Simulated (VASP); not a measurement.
# PrOs2C (P6/mmm) in VASP: notebook

The runs below take PrOs2C through single point, relaxation of cell and atoms, with PBE.

Everything below comes from runs of VASP 6.6.1. Logs are shortened: lines on timing, memory, paths and dates and some standing lists are left out, and cuts for length are marked.

## 1. The cell of the first run

Symmetry: P6/mmm, No. 191, hexagonal system. The conventional cell has a = 4.155 Å, b = 4.155 Å, c = 4.994 Å, α = 90.00°, β = 90.00°, γ = 120.00°. Pr (site symmetry 6/mmm) has 2 C at 2.50 Å within 3.3 Å. Os (site symmetry -6m2) has 3 Os at 2.40 Å and 3 C at 2.40 Å within 3.2 Å. Within 3.2 Å of C (site symmetry 6/mmm) lie 6 Os at 2.40 Å and 2 Pr at 2.50 Å.

The cell was built from a structure type or drawn by symmetry, and may not be a known phase.

## 2. Single point, PBE

File INCAR:

```
PREC = Accurate ; ENCUT = 520
EDIFF = 1E-6 ; ISMEAR = 0
SIGMA = 0.1 ; LREAL = F
LASPH = T ; NELM = 80
ALGO = Normal ; ISIF = 2
LWAVE = F ; LCHARG = F
GGA = PE ; NBANDS = 24
```

File KPOINTS:

```
Automatic mesh
0
Gamma
  12 12 10
```

File POSCAR:

```
PrOs2C
1.0
    4.1554013363      0.0000000000      0.0000000000
   -2.0777006682      3.5986831201      0.0000000000
    0.0000000000      0.0000000000      4.9938256690
Pr Os C
1 2 1
Direct
    0.0000000000      0.0000000000      0.0000000000
    0.3333333333      0.6666666667      0.5000000000
    0.6666666667      0.3333333333      0.5000000000
    0.0000000000      0.0000000000      0.5000000000
```

Potentials or basis: VASP PAW PBE potentials, release 64 (Pr, Os, C).

Command:

```
cat potpaw_PBE.64/Pr/POTCAR potpaw_PBE.64/Os/POTCAR potpaw_PBE.64/C/POTCAR > POTCAR
mpirun -np 1 vasp_std > vasp.out
```

OUTCAR:

```text
PREC = Accurate
   ENCUT = 520
   EDIFF = 1E-6
   ISMEAR = 0
   LREAL = F
   LASPH = T
   NELM = 80
   ISIF = 2
   GGA = PE

 ion  position               nearest neighbor table
   1  0.000  0.000  0.000-   4 2.50   4 2.50   2 3.46   2 3.46   3 3.46   3 3.46   2 3.46   2 3.46
                             3 3.46   3 3.46   3 3.46   3 3.46   2 3.46   2 3.46
   2  0.333  0.667  0.500-   3 2.40   3 2.40   4 2.40   4 2.40   4 2.40   3 2.40   1 3.46   1 3.46
                             1 3.46   1 3.46   1 3.46   1 3.46
   3  0.667  0.333  0.500-   2 2.40   2 2.40   4 2.40   4 2.40   4 2.40   2 2.40   1 3.46   1 3.46
                             1 3.46   1 3.46   1 3.46   1 3.46
   4  0.000  0.000  0.500-   2 2.40   3 2.40   2 2.40   3 2.40   3 2.40   2 2.40   1 2.50   1 2.50

  LATTYP: Found a hexagonal cell.
 ALAT       =     4.1554013363
 C/A-ratio  =     1.2017673541

  Lattice vectors:

 A1 = (   4.1554013363,   0.0000000000,   0.0000000000)
 A2 = (  -2.0777006682,   3.5986831201,   0.0000000000)
 A3 = (   0.0000000000,   0.0000000000,   4.9938256690)

Analysis of symmetry for initial positions (statically):
=====================================================================
 Subroutine PRICEL returns:
 Original cell was already a primitive cell.

 Routine SETGRP: Setting up the symmetry group for a
 hexagonal supercell.

 Subroutine GETGRP returns: Found 24 space group operations
 (whereof 24 operations were pure point group operations)
 out of a pool of 24 trial point group operations.

The static configuration has the point symmetry D_6h.

Analysis of symmetry for dynamics (positions and initial velocities):
=====================================================================
 Subroutine PRICEL returns:
 Original cell was already a primitive cell.

 Routine SETGRP: Setting up the symmetry group for a
 hexagonal supercell.

 Subroutine GETGRP returns: Found 24 space group operations
 (whereof 24 operations were pure point group operations)
 out of a pool of 24 trial point group operations.

The dynamic configuration has the point symmetry D_6h.

 Subroutine INISYM returns: Found 24 space group operations
 (whereof 24 operations are pure point group operations),
 and found     1 'primitive' translations

----------------------------------------------------------------------------------------

                                     Primitive cell

  volume of cell :      74.6775

  direct lattice vectors                    reciprocal lattice vectors
     4.155401336  0.000000000  0.000000000     0.240650642  0.138939713  0.000000000
    -2.077700668  3.598683120  0.000000000     0.000000000  0.277879426  0.000000000
     0.000000000  0.000000000  4.993825669     0.000000000  0.000000000  0.200247279

  length of vectors
     4.155401336  4.155401336  4.993825669     0.277879426  0.277879426  0.200247279

  position of ions in fractional coordinates (direct lattice)
     0.000000000  0.000000000  0.000000000
     0.333333333  0.666666667  0.500000000
     0.666666667  0.333333333  0.500000000
     0.000000000  0.000000000  0.500000000

  ion indices of the primitive-cell ions
   primitive index   ion index
                 1           1
                 2           2
                 3           3
                 4           4

----------------------------------------------------------------------------------------

 KPOINTS: Automatic mesh

Automatic generation of k-mesh.
 Grid dimensions read from file:
 generate k-points for:   12   12   10

 Generating k-lattice:

  Cartesian coordinates                     Fractional coordinates (reciprocal lattice)
     0.020054220  0.011578309  0.000000000     0.083333333  0.000000000  0.000000000
     0.000000000  0.023156619  0.000000000     0.000000000  0.083333333  0.000000000
     0.000000000  0.000000000  0.020024728     0.000000000  0.000000000  0.100000000

  Length of vectors
     0.023156619  0.023156619  0.020024728

  Shift w.r.t. Gamma in fractional coordinates (k-lattice)
     0.000000000  0.000000000  0.000000000

 Subroutine IBZKPT returns following result:
 ===========================================

 Found    114 irreducible k-points:

 Following reciprocal coordinates:
            Coordinates               Weight
  0.000000  0.000000  0.000000      1.000000
  0.083333 -0.000000  0.000000      6.000000
  0.166667  0.000000  0.000000      6.000000
  0.250000  0.000000  0.000000      6.000000
  0.333333  0.000000  0.000000      6.000000
  0.416667  0.000000  0.000000      6.000000
[... 16 lines left out ...]
  0.250000  0.000000  0.100000     12.000000
  0.333333  0.000000  0.100000     12.000000
 [... further k-points ...]
   k-points           NKPTS =    114   k-points in BZ     NKDIM =    114   number of bands    NBANDS=     24
   number of dos      NEDOS =    301   number of ions     NIONS =      4
   total plane-waves  NPLWV =  40960
   dimension x,y,z NGX =    32 NGY =   32 NGZ =   40
   dimension x,y,z NGXF=    64 NGYF=   64 NGZF=   80
   ions per type =               1   2   1
   NGX,Y,Z   is equivalent  to a cutoff of  12.80, 12.80, 13.32 a.u.
   NGXF,Y,Z  is equivalent  to a cutoff of  25.60, 25.60, 26.63 a.u.
 SYSTEM =  unknown system
   PREC   = accura    normal or accurate (medium, high low for compatibility)
   ISTART =      0    job   : 0-new  1-cont  2-samecut
   ICHARG =      2    charge: 1-file 2-atom 10-const
   ISPIN  =      1    spin polarized calculation?
   LNONCOLLINEAR =      F non collinear calculations
   LSORBIT =      F    spin-orbit coupling
   LASPH  =      T    aspherical Exc in radial PAW
   ENCUT  =  520.0 eV  38.22 Ry    6.18 a.u.   7.73  7.73  9.29*2*pi/ulx,y,z
   NELM   =     80;   NELMIN=  2; NELMDL= -5     # of ELM steps
   EDIFF  = 0.1E-05   stopping-criterion for ELM
   LREAL  =      F    real-space projection
   EDIFFG = 0.1E-04   stopping-criterion for IOM
   NSW    =      0    number of steps for IOM
   IBRION =     -1    ionic relax: 0-MD 1-quasi-New 2-CG
   NFREE  =      0    steps in history (QN), initial steepest desc. (CG)
   ISIF   =      2    stress and relaxation
   ISYM   =      2    0-nonsym 1-usesym 2-fastsym
   POTIM  = 0.5000    time-step for ionic-motion
   TEBEG  =    0.0;   TEEND  =   0.0 temperature during run
   PSTRESS=    0.0 pullay stress
   NELECT =      33.0000    total number of electrons
   NUPDOWN=      -1.0000    fix difference up-down
   EMIN   =  10.00;   EMAX   =-10.00  energy-range for DOS
   EFERMI =   0.00;   METHOD = LEGACY
   ISMEAR =     0;   SIGMA  =   0.10  broadening in eV -4-tet -1-fermi 0-gaus
   EFERMI_NEDOS =   21; number of points for ismear=-14 and -15
   IALGO  =     38    algorithm
   IMIX   =      4    mixing-type and parameters
     AMIX     =   0.40;   BMIX     =  1.00
     AMIX_MAG =   1.60;   BMIX_MAG =  1.00
  volume/ion in A,a.u.               =      18.67       125.99
  Fermi-wavevector in a.u.,A,eV,Ry     =   1.246951  2.356396 21.155529  1.554888
  Thomas-Fermi vector in A             =   2.381106
   LORBIT       =      0    0 simple, 1 ext, 2 COOP (PROOUT), +10 PAW based schemes
   GGA     = PE    functional components
   LHFCALC =     F    Hartree Fock is set to
   AEXX    =    0.0000 exact exchange contribution
   IVDW    =     0    specifies the selected vdW correction
   LEPSILON=     F    determine dielectric tensor
   LRPA    =     F    only Hartree local field effects (RPA)
 non-spin polarized calculation
 Gauss-broadening in eV      SIGMA  =   0.10
  energy-cutoff  :      520.00
  volume of cell :       74.68
 maximum number of plane-waves:      2034
 NGX is ok and might be reduce to    32
   NGX = 15   NGY = 15   NGZ = 19

 number of electron      33.0000001 magnetization

 Free energy of the ion-electron system (eV)
  ---------------------------------------------------
  ext. energy  EPLUGINS =         0.00000000
  ---------------------------------------------------
  free energy    TOTEN  =       -34.87083561 eV

  energy without entropy =      -34.78036239  energy(sigma->0) =      -34.82559900

 E-fermi :   6.6176     XC(G=0): -11.4615

 val. band max:        6.6137003048   @ k =   0.3333   0.2500   0.1000
 cond. band min:       6.6188831312   @ k =   0.3333   0.3333   0.2000
 fundamental gap:      0.0051828263
 Fermi energy:         6.6175651671

 k-point     1 :       0.0000    0.0000    0.0000
  band No.  band energies     occupation
      1     -29.0450      2.00000
      2     -11.1817      2.00000
      3     -10.9614      2.00000
      4     -10.9613      2.00000
      5      -5.8786      2.00000
      6       0.7825      2.00000
[... 16 lines left out ...]
     23       7.1013      0.00000
     24       7.1072      0.00000

 k-point     2 :       0.0833   -0.0000    0.0000
  band No.  band energies     occupation
      1     -29.0435      2.00000
      2     -11.1797      2.00000
      3     -10.9844      2.00000
      4     -10.9662      2.00000
      5      -5.7974      2.00000
      6       0.4763      2.00000
[... 16 lines left out ...]
     23       7.1020      0.00000
     24       7.1052      0.00000

 k-point     3 :       0.1667    0.0000    0.0000
  band No.  band energies     occupation
      1     -29.0393      2.00000
      2     -11.1746      2.00000
      3     -11.0463      2.00000
      4     -10.9792      2.00000
      5      -5.5737      2.00000
      6      -0.1033      2.00000
[... 16 lines left out ...]
     23       7.1045      0.00000
     24       7.1518      0.00000
[... 514 lines left out ...]
 k-point    23 :       0.2500    0.0000    0.1000
  band No.  band energies     occupation
      1     -29.0334      2.00000
      2     -11.1945      2.00000
      3     -11.1259      2.00000
      4     -10.9967      2.00000
      5      -5.1788      2.00000
      6      -0.5745      2.00000
[... 16 lines left out ...]
     23       7.3192      0.00000
     24       7.6994      0.00000

 k-point    24 :       0.3333    0.0000    0.1000
  band No.  band energies     occupation
      1     -29.0278      2.00000
      2     -11.2080      2.00000
      3     -11.1821      2.00000
      4     -11.0146      2.00000
      5      -4.8968      2.00000
      6      -0.7135      2.00000
[... 16 lines left out ...]
     23       7.6479      0.00000
     24       8.2366      0.00000

 [... further k-points ...]

------------------------ aborting loop because EDIFF is reached ----------------------------------------

  FORCE on cell =-STRESS in cart. coord.  units (eV):
  Direction    XX          YY          ZZ          XY          YZ          ZX
  --------------------------------------------------------------------------------------
  -------------------------------------------------------------------------------------
  Total       -0.7027209     -0.7027209     -6.0555100      0.0000000      0.0000000      0.0000000
  in kB      -15.0766020    -15.0766020   -129.9186047      0.0000000      0.0000000      0.0000000
  external PRESSURE =     -53.3572695 kB  Pullay stress =       0.0000000 kB

 VOLUME and BASIS-vectors are now :
 -----------------------------------------------------------------------------
  energy-cutoff  :      520.00
  volume of cell :       74.68
      direct lattice vectors                 reciprocal lattice vectors
     4.155401336  0.000000000  0.000000000     0.240650642  0.138939713  0.000000000
    -2.077700668  3.598683120  0.000000000     0.000000000  0.277879426  0.000000000
     0.000000000  0.000000000  4.993825669     0.000000000  0.000000000  0.200247279

 POSITION                                       TOTAL-FORCE (eV/Angst)
 -----------------------------------------------------------------------------------
      0.00000      0.00000      0.00000        -0.000000      0.000000      0.000000
     -0.00000      2.39912      2.49691        -0.000000     -0.000000      0.000000
      2.07770      1.19956      2.49691         0.000000      0.000000      0.000000
      0.00000      0.00000      2.49691        -0.000000      0.000000      0.000000
 -----------------------------------------------------------------------------------
    total drift:                                0.000000     -0.000000     -0.000000

  FREE ENERGIE OF THE ION-ELECTRON SYSTEM (eV)
  ---------------------------------------------------
  free  energy   TOTEN  =       -34.8708356070 eV

  energy  without entropy=      -34.7803623895  energy(sigma->0) =      -34.82559900
```

Run time: 3.1 min. Hardware: 1 thread of Intel Xeon 6975P-C (Granite Rapids), shared host; peak memory 0.37 GiB.

Results:

| Property | Result |
| --- | --- |
| Free energy | -34.8708 eV |
| Pressure | -5.3 GPa |
| Band gap on the k mesh | zero (an odd number of electrons rules out a gap without spin polarisation) |

Caveat: the cell stands under tension; spin-orbit coupling is left out, which moves the levels of the heavy elements; semilocal functionals describe open f shells poorly, which spoils levels, moments and volumes. Spin polarisation is off, so any magnetic state and its effect on volume and gap are missing.

## 3. Relaxation of cell and atoms, PBE

File INCAR:

```
PREC = Accurate ; ENCUT = 600
EDIFF = 1E-6 ; ISMEAR = 0
SIGMA = 0.1 ; LREAL = F
LASPH = T ; NELM = 80
ALGO = Normal ; ISIF = 3
LWAVE = F ; LCHARG = F
GGA = PE ; IBRION = 2
NSW = 100 ; EDIFFG = -0.01
```

KPOINTS is that of step 2.

File POSCAR:

```
PrOs2C
1.0
    4.1514444543      0.0000000000      0.0000000000
   -2.0757222272      3.5952563599      0.0000000000
    0.0000000000      0.0000000000      4.9937255067
Pr Os C
1 2 1
Direct
    0.0000000000      0.0000000000      0.0000000000
    0.3333333333      0.6666666667      0.5000000000
    0.6666666667      0.3333333333      0.5000000000
    0.0000000000      0.0000000000      0.5000000000
```

Potentials or basis: VASP PAW PBE potentials, release 64 (Pr, Os, C).

Command:

```
cat potpaw_PBE.64/Pr/POTCAR potpaw_PBE.64/Os/POTCAR potpaw_PBE.64/C/POTCAR > POTCAR
mpirun -np 1 vasp_std > vasp.out
```

It took 30 min on 1 thread of Intel Xeon 6975P-C (Granite Rapids), shared host; peak memory 0.45 GiB.

The run converged. Its results:

| Property | Result |
| --- | --- |
| Free energy | -35.0609 eV |
| Relaxed volume | 17.68 Å³/atom |
| Relaxed cell | a = 4.165 Å, b = 4.165 Å, c = 4.707 Å, α = 90.00°, β = 90.00°, γ = 120.00° |
| Space group after relaxing (to 0.1 Å) | P6/mmm (No. 191) |
| Energy gained by relaxing | 46.9 meV/atom |
| Ionic steps | 11 |
| Pressure after relaxing | 0.0 GPa |
| Band gap on the k mesh | zero (an odd number of electrons rules out a gap without spin polarisation) |

Step by step:
| step | energy change (eV) | largest force (eV/Å) | pressure (GPa) | volume (Å³) |
| --- | --- | --- | --- | --- |
| 1 | 0.0000 | 0.0000 | -5.20 | 74.53 |
| 2 | -0.1317 | 0.0000 | 7.19 | 68.09 |
| 3 | -0.1714 | 0.0000 | 2.78 | 70.05 |
| 4 | -0.1443 | 0.0000 | -3.81 | 71.71 |
| 5 | -0.1875 | 0.0000 | 0.23 | 70.68 |
| 6 | -0.1876 | 0.0000 | -0.06 | 70.69 |
| 7 | -0.1876 | 0.0000 | 0.22 | 70.64 |
| 8 | -0.1876 | 0.0000 | 0.13 | 70.67 |
| 9 | -0.1876 | 0.0000 | 0.18 | 70.67 |
| 10 | -0.1876 | 0.0000 | 0.14 | 70.68 |
| 11 | -0.1876 | 0.0000 | 0.02 | 70.71 |

Final structure:
```
Pr Os C
1.0
     4.16495    0.00000    0.00000
    -2.08248    3.60695    0.00000
     0.00000    0.00000    4.70686
Pr Os C
1 2 1
Cartesian
  -2.0825 3.6070 0.0000
  0.0000 2.4046 2.3534
  2.0825 1.2023 2.3534
  -2.0825 3.6070 2.3534
```

Levels at points of the mesh, in eV from the Fermi level:
```tsv
k point	band 13	band 14	band 15	band 16	band 17	band 18	band 19	band 20
(0.00, 0.00, 0.00)	-1.98	-0.97	-0.97	-0.90	-0.81	0.24	0.34	0.34
(0.50, 0.00, 0.00)	-2.25	-1.52	-0.44	0.01	0.02	0.12	0.15	0.17
(0.00, 0.00, 0.50)	-2.68	-1.83	-1.59	-0.41	-0.41	-0.08	0.06	0.14
(0.50, 0.00, 0.50)	-1.62	-1.47	-1.27	0.00	0.06	0.13	0.41	0.41
```

Caveat: spin-orbit coupling is left out, which moves the levels of the heavy elements; semilocal functionals describe open f shells poorly, which spoils levels, moments and volumes. Spin polarisation is off, so any magnetic state and its effect on volume and gap are missing.
